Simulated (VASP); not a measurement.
# SrCl2 (Fm-3m) in VASP: notebook

The runs below take SrCl2 through single point, with LDA, PBE+D3(BJ).

All numbers are computed with VASP 6.6.1; they aren't measurements. Logs are shortened: lines on timing, memory, paths and dates and some standing lists are left out, and cuts for length are marked.

## (1) The cell of the first run

It takes space group Fm-3m (No. 225, cubic). Conventional cell: a = 7.114 Å, b = 7.114 Å, c = 7.114 Å, α = 90.00°, β = 90.00°, γ = 90.00°. Sr (site symmetry m-3m) has 8 Cl at 3.08 Å within 4.1 Å. Cl (site symmetry -43m) has 4 Sr at 3.08 Å and 6 Cl at 3.56 Å within 4.1 Å.

## (2) Single point, LDA (30.00 Å³/atom)

The input, INCAR:

```
ALGO = Normal
EDIFF = 1E-6
ENCUT = 520
ISIF = 2
ISMEAR = -1
LASPH = True
LCHARG = False
LREAL = False
LWAVE = False
NBANDS = 19
NELM = 60
PREC = Accurate
SIGMA = 0.05
```

The input, KPOINTS:

```
k-points
0
Gamma
  7 7 7
```

The input, POSCAR:

```
SrCl2
1.0
    0.0000000000      3.5567663891      3.5567663891
    3.5567663891      0.0000000000      3.5567663891
    3.5567663891      3.5567663891      0.0000000000
Sr Cl
1 2
Direct
    0.0000000000      0.0000000000      0.0000000000
    0.7500000000      0.7500000000      0.7500000000
    0.2500000000      0.2500000000      0.2500000000
```

Potentials or basis: VASP PAW LDA potentials, release 64 (Sr_sv, Cl).

Command:

```sh
> cat potpaw_LDA.64/Sr_sv/POTCAR potpaw_LDA.64/Cl/POTCAR > POTCAR
> mpirun -np 1 vasp_std > vasp.out
```

OUTCAR:

```text
EDIFF = 1E-6
   ENCUT = 520
   ISIF = 2
   ISMEAR = -1
   LASPH = True
   LREAL = False
   NELM = 60
   PREC = Accurate

 ion  position               nearest neighbor table
   1  0.000  0.000  0.000-   2 3.08   2 3.08   2 3.08   2 3.08   3 3.08   3 3.08   3 3.08   3 3.08

   2  0.750  0.750  0.750-   1 3.08   1 3.08   1 3.08   1 3.08
   3  0.250  0.250  0.250-   1 3.08   1 3.08   1 3.08   1 3.08

  LATTYP: Found a face centered cubic cell.
 ALAT       =     7.1135327782

  Lattice vectors:

 A1 = (   0.0000000000,   3.5567663891,   3.5567663891)
 A2 = (   3.5567663891,   0.0000000000,   3.5567663891)
 A3 = (   3.5567663891,   3.5567663891,   0.0000000000)

Analysis of symmetry for initial positions (statically):
=====================================================================
 Subroutine PRICEL returns:
 Original cell was already a primitive cell.

 Routine SETGRP: Setting up the symmetry group for a
 face centered cubic supercell.

 Subroutine GETGRP returns: Found 48 space group operations
 (whereof 48 operations were pure point group operations)
 out of a pool of 48 trial point group operations.

The static configuration has the point symmetry O_h .

Analysis of symmetry for dynamics (positions and initial velocities):
=====================================================================
 Subroutine PRICEL returns:
 Original cell was already a primitive cell.

 Routine SETGRP: Setting up the symmetry group for a
 face centered cubic supercell.

 Subroutine GETGRP returns: Found 48 space group operations
 (whereof 48 operations were pure point group operations)
 out of a pool of 48 trial point group operations.

The dynamic configuration has the point symmetry O_h .

 Subroutine INISYM returns: Found 48 space group operations
 (whereof 48 operations are pure point group operations),
 and found     1 'primitive' translations

----------------------------------------------------------------------------------------

                                     Primitive cell

  volume of cell :      89.9904

  direct lattice vectors                    reciprocal lattice vectors
     0.000000000  3.556766389  3.556766389    -0.140577127  0.140577127  0.140577127
     3.556766389  0.000000000  3.556766389     0.140577127 -0.140577127  0.140577127
     3.556766389  3.556766389  0.000000000     0.140577127  0.140577127 -0.140577127

  length of vectors
     5.030027266  5.030027266  5.030027266     0.243486726  0.243486726  0.243486726

  position of ions in fractional coordinates (direct lattice)
     0.000000000  0.000000000  0.000000000
     0.750000000  0.750000000  0.750000000
     0.250000000  0.250000000  0.250000000

  ion indices of the primitive-cell ions
   primitive index   ion index
                 1           1
                 2           2
                 3           3

----------------------------------------------------------------------------------------

 KPOINTS: k-points

Automatic generation of k-mesh.
 Grid dimensions read from file:
 generate k-points for:    7    7    7

 Generating k-lattice:

  Cartesian coordinates                     Fractional coordinates (reciprocal lattice)
    -0.020082447  0.020082447  0.020082447     0.142857143  0.000000000  0.000000000
     0.020082447 -0.020082447  0.020082447     0.000000000  0.142857143  0.000000000
     0.020082447  0.020082447 -0.020082447     0.000000000  0.000000000  0.142857143

  Length of vectors
     0.034783818  0.034783818  0.034783818

  Shift w.r.t. Gamma in fractional coordinates (k-lattice)
     0.000000000  0.000000000  0.000000000

 Subroutine IBZKPT returns following result:
 ===========================================

 Found     20 irreducible k-points:

 Following reciprocal coordinates:
            Coordinates               Weight
  0.000000  0.000000  0.000000      1.000000
  0.142857  0.000000  0.000000      8.000000
  0.285714  0.000000  0.000000      8.000000
  0.428571  0.000000  0.000000      8.000000
  0.142857  0.142857  0.000000      6.000000
  0.285714  0.142857  0.000000     24.000000
[... 12 lines left out ...]
 -0.428571  0.428571  0.142857     24.000000
 -0.285714  0.428571  0.142857     24.000000
   k-points           NKPTS =     20   k-points in BZ     NKDIM =     20   number of bands    NBANDS=     19
   number of dos      NEDOS =    301   number of ions     NIONS =      3
   total plane-waves  NPLWV =  64000
   dimension x,y,z NGX =    40 NGY =   40 NGZ =   40
   dimension x,y,z NGXF=    80 NGYF=   80 NGZF=   80
   ions per type =               1   2
   NGX,Y,Z   is equivalent  to a cutoff of  13.22, 13.22, 13.22 a.u.
   NGXF,Y,Z  is equivalent  to a cutoff of  26.44, 26.44, 26.44 a.u.
 SYSTEM =  unknown system
   PREC   = accura    normal or accurate (medium, high low for compatibility)
   ISTART =      0    job   : 0-new  1-cont  2-samecut
   ICHARG =      2    charge: 1-file 2-atom 10-const
   ISPIN  =      1    spin polarized calculation?
   LNONCOLLINEAR =      F non collinear calculations
   LSORBIT =      F    spin-orbit coupling
   LASPH  =      T    aspherical Exc in radial PAW
   ENCUT  =  520.0 eV  38.22 Ry    6.18 a.u.   9.35  9.35  9.35*2*pi/ulx,y,z
   NELM   =     60;   NELMIN=  2; NELMDL= -5     # of ELM steps
   EDIFF  = 0.1E-05   stopping-criterion for ELM
   LREAL  =      F    real-space projection
   EDIFFG = 0.1E-04   stopping-criterion for IOM
   NSW    =      0    number of steps for IOM
   IBRION =     -1    ionic relax: 0-MD 1-quasi-New 2-CG
   NFREE  =      0    steps in history (QN), initial steepest desc. (CG)
   ISIF   =      2    stress and relaxation
   ISYM   =      2    0-nonsym 1-usesym 2-fastsym
   POTIM  = 0.5000    time-step for ionic-motion
   TEBEG  =    0.0;   TEEND  =   0.0 temperature during run
   PSTRESS=    0.0 pullay stress
   NELECT =      24.0000    total number of electrons
   NUPDOWN=      -1.0000    fix difference up-down
   EMIN   =  10.00;   EMAX   =-10.00  energy-range for DOS
   EFERMI =   0.00;   METHOD = LEGACY
   ISMEAR =    -1;   SIGMA  =   0.05  broadening in eV -4-tet -1-fermi 0-gaus
   EFERMI_NEDOS =   21; number of points for ismear=-14 and -15
   IALGO  =     38    algorithm
   IMIX   =      4    mixing-type and parameters
     AMIX     =   0.40;   BMIX     =  1.00
     AMIX_MAG =   1.60;   BMIX_MAG =  1.00
  volume/ion in A,a.u.               =      30.00       202.43
  Fermi-wavevector in a.u.,A,eV,Ry     =   1.053772  1.991340 15.108385  1.110435
  Thomas-Fermi vector in A             =   2.188906
   LORBIT       =      0    0 simple, 1 ext, 2 COOP (PROOUT), +10 PAW based schemes
   GGA     = CA    functional components
   LHFCALC =     F    Hartree Fock is set to
   AEXX    =    0.0000 exact exchange contribution
   IVDW    =     0    specifies the selected vdW correction
   LEPSILON=     F    determine dielectric tensor
   LRPA    =     F    only Hartree local field effects (RPA)
 non-spin polarized calculation
  energy-cutoff  :      520.00
  volume of cell :       89.99
 maximum number of plane-waves:      2445
 NGX is ok and might be reduce to    40
   NGX = 19   NGY = 19   NGZ = 19

 number of electron      23.9999998 magnetization

 Free energy of the ion-electron system (eV)
  ---------------------------------------------------
  ext. energy  EPLUGINS =         0.00000000
  ---------------------------------------------------
  free energy    TOTEN  =       -13.91396033 eV

  energy without entropy =      -13.91396033  energy(sigma->0) =      -13.91396033

 E-fermi :   0.6166     XC(G=0):  -8.5551

 val. band max:       -0.4452502295   @ k =  -0.4286   0.4286   0.0000
 cond. band min:       4.2593597079   @ k =   0.0000   0.0000   0.0000
 fundamental gap:      4.7046099374
 Fermi energy:         0.6166361815

 k-point     1 :       0.0000    0.0000    0.0000
  band No.  band energies     occupation
      1     -33.2969      2.00000
      2     -15.3718      2.00000
      3     -15.3718      2.00000
      4     -15.3718      2.00000
      5     -13.4739      2.00000
      6     -12.7067      2.00000
[... 11 lines left out ...]
     18       8.1863      0.00000
     19       8.4302      0.00000

 k-point     2 :       0.1429    0.0000    0.0000
  band No.  band energies     occupation
      1     -33.2964      2.00000
      2     -15.4178      2.00000
      3     -15.3739      2.00000
      4     -15.3739      2.00000
      5     -13.3840      2.00000
      6     -12.7459      2.00000
[... 11 lines left out ...]
     18       7.9686      0.00000
     19       8.8284      0.00000

 k-point     3 :       0.2857    0.0000    0.0000
  band No.  band energies     occupation
      1     -33.2954      2.00000
      2     -15.5082      2.00000
      3     -15.3786      2.00000
      4     -15.3786      2.00000
      5     -13.2070      2.00000
      6     -12.8169      2.00000
[... 11 lines left out ...]
     18       7.7940      0.00000
     19       8.4123      0.00000

 k-point     4 :       0.4286    0.0000    0.0000
  band No.  band energies     occupation
      1     -33.2947      2.00000
      2     -15.5707      2.00000
      3     -15.3823      2.00000
      4     -15.3823      2.00000
      5     -13.1162      2.00000
      6     -12.8276      2.00000
[... 11 lines left out ...]
     18       7.7800      0.00000
     19       7.7800      0.00000

 k-point     5 :       0.1429    0.1429    0.0000
  band No.  band energies     occupation
      1     -33.2963      2.00000
      2     -15.4286      2.00000
      3     -15.3768      2.00000
      4     -15.3768      2.00000
      5     -13.3524      2.00000
      6     -12.7600      2.00000
[... 11 lines left out ...]
     18       7.9104      0.00000
     19       8.1675      0.00000
[... 246 lines left out ...]
      2     -15.5333      2.00000
      3     -15.4172      2.00000
      4     -15.3853      2.00000
      5     -13.0611      2.00000
      6     -12.8794      2.00000
[... 11 lines left out ...]
     18       7.5707      0.00000
     19       8.6852      0.00000

 k-point    18 :      -0.4286    0.2857    0.1429
  band No.  band energies     occupation
      1     -33.2942      2.00000
      2     -15.5430      2.00000
      3     -15.4578      2.00000
      4     -15.3897      2.00000
      5     -12.9883      2.00000
      6     -12.8844      2.00000
[... 11 lines left out ...]
     18       7.8263      0.00000
     19       8.7127      0.00000

 k-point    19 :      -0.4286    0.4286    0.1429
  band No.  band energies     occupation
      1     -33.2939      2.00000
      2     -15.5775      2.00000
      3     -15.4398      2.00000
      4     -15.3965      2.00000
      5     -12.9413      2.00000
      6     -12.8988      2.00000
[... 11 lines left out ...]
     18       8.1012      0.00000
     19       8.8456      0.00000

 k-point    20 :      -0.2857    0.4286    0.1429
  band No.  band energies     occupation
      1     -33.2938      2.00000
      2     -15.5324      2.00000
      3     -15.4941      2.00000
      4     -15.3957      2.00000
      5     -12.9335      2.00000
      6     -12.8968      2.00000
[... 11 lines left out ...]
     18       8.2163      0.00000
     19       9.4505      0.00000

------------------------ aborting loop because EDIFF is reached ----------------------------------------

  FORCE on cell =-STRESS in cart. coord.  units (eV):
  Direction    XX          YY          ZZ          XY          YZ          ZX
  --------------------------------------------------------------------------------------
  -------------------------------------------------------------------------------------
  Total       -2.4147370     -2.4147370     -2.4147370      0.0000000      0.0000000     -0.0000000
  in kB      -42.9916788    -42.9916788    -42.9916788      0.0000000      0.0000000     -0.0000000
  external PRESSURE =     -42.9916788 kB  Pullay stress =       0.0000000 kB

 VOLUME and BASIS-vectors are now :
 -----------------------------------------------------------------------------
  energy-cutoff  :      520.00
  volume of cell :       89.99
      direct lattice vectors                 reciprocal lattice vectors
     0.000000000  3.556766389  3.556766389    -0.140577127  0.140577127  0.140577127
     3.556766389  0.000000000  3.556766389     0.140577127 -0.140577127  0.140577127
     3.556766389  3.556766389  0.000000000     0.140577127  0.140577127 -0.140577127

 POSITION                                       TOTAL-FORCE (eV/Angst)
 -----------------------------------------------------------------------------------
      0.00000      0.00000      0.00000         0.000000     -0.000000     -0.000000
      5.33515      5.33515      5.33515        -0.000000     -0.000000      0.000000
      1.77838      1.77838      1.77838        -0.000000      0.000000     -0.000000
 -----------------------------------------------------------------------------------
    total drift:                               -0.000000     -0.000000      0.000000

  FREE ENERGIE OF THE ION-ELECTRON SYSTEM (eV)
  ---------------------------------------------------
  free  energy   TOTEN  =       -13.9139603294 eV

  energy  without entropy=      -13.9139603293  energy(sigma->0) =      -13.91396033
```

It took 51 s on 1 thread of Intel Xeon 8259CL, shared host; peak memory 0.21 GiB.

Results:

| Quantity | Value |
| --- | --- |
| Free energy | -13.9140 eV |
| Pressure | -4.3 GPa |
| Band gap on the k mesh | 4.70 eV (least direct gap 5.00 eV) |

Levels at points of the mesh, in eV from the valence-band top:
| k point | band 8 | band 9 | band 10 | band 11 | band 12 | band 13 | band 14 | band 15 | band 16 | band 17 |
| --- | --- | --- | --- | --- | --- | --- | --- | --- | --- | --- |
| (0.00, 0.00, 0.00) | -1.97 | -1.97 | -0.29 | -0.29 | -0.29 | 4.70 | 5.87 | 5.87 | 8.63 | 8.63 |

Caveat: the cell stands under tension; an odd mesh through Γ misses points on the zone boundary, where band edges can lie.

## (3) Single point, PBE+D3(BJ)

This run uses another cell than the first one, of 28.07 Å³/atom.

The input, INCAR:

```
PREC     = Accurate       # precision mode
ENCUT    = 520            # plane-wave cutoff, eV
EDIFF    = 1E-7           # SCF threshold, eV
ISMEAR   = -1             # smearing method
SIGMA    = 0.05           # smearing width, eV
LREAL    = F              # projectors in reciprocal space
LASPH    = T              # aspherical terms in the spheres
NELM     = 80             # most SCF steps
ALGO     = Normal         # electronic algorithm
ISIF     = 2              # what is computed and relaxed
LWAVE    = F              # write WAVECAR
LCHARG   = T              # write CHGCAR
GGA      = PE             # functional
IVDW     = 12             # dispersion correction
LELF     = T              # ELF
LVHAR    = T            
NBANDS   = 19             # bands
```

The input, KPOINTS:

```
Automatic mesh
0
Gamma
  7 7 7
```

The input, POSCAR:

```
SrCl2
1.0
    0.0000000000      3.4787334881      3.4787334881
    3.4787334881      0.0000000000      3.4787334881
    3.4787334881      3.4787334881      0.0000000000
Sr Cl
1 2
Direct
    0.0000000000      0.0000000000      0.0000000000
    0.7500000000      0.7500000000      0.7500000000
    0.2500000000      0.2500000000      0.2500000000
```

Potentials or basis: VASP PAW PBE potentials, release 64 (Sr_sv, Cl).

Command:

```sh
> cat potpaw_PBE.64/Sr_sv/POTCAR potpaw_PBE.64/Cl/POTCAR > POTCAR
> mpirun -np 1 vasp_std > vasp.out
```

Wall time 19 s (1 thread of Intel Xeon 6975P-C (Granite Rapids), shared host); peak memory 0.24 GiB.

The run converged. Its results:

```
Free energy                : -13.4467 eV
Pressure                   : 0.1 GPa
Band gap on the k mesh     : 5.41 eV (least direct gap 5.71 eV)
Dispersion energy per atom : -0.223 eV
```

Levels at points of the mesh, in eV from the valence-band top:
| k point | band 10 | band 11 | band 12 | band 13 | band 14 | band 15 |
| --- | --- | --- | --- | --- | --- | --- |
| (0.00, 0.00, 0.00) | -0.31 | -0.31 | -0.31 | 5.41 | 6.13 | 6.13 |

Caveat: an odd mesh through Γ misses points on the zone boundary, where band edges can lie. PBE gaps usually lie below the measured ones, often by a third to a half.
